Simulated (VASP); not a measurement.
Crystal: Pb.

```
Pb
1.0
     0.01933    2.46287    2.45281
     2.50286   -0.00675    2.47889
     2.48132    2.46742    0.01479
Pb
1
Direct
  0.00000 0.00000 0.00000
```

Program: VASP 6.6.1. Alike in all runs: task single point; potentials or basis VASP PAW PBE potentials, release 64 (Pb_d); no spin polarisation; cell as given; cutoff (eV) 520; smearing fermi-dirac 0.05 eV.

Order these runs on this cell by their pressure, lowest first.
A. level PBEsol; k mesh 5 × 5 × 5
B. level PBE; k mesh 8 × 8 × 8
C. level BLYP; k mesh 5 × 5 × 5
D. level r2SCAN; k mesh 5 × 5 × 5

A (-0.7 GPa), D (1.1 GPa), B (2.9 GPa), C (6.0 GPa).

Caveats: some runs use coarse meshes; the PAW data sets were made with another functional, which shifts forces and pressure a little (some runs).
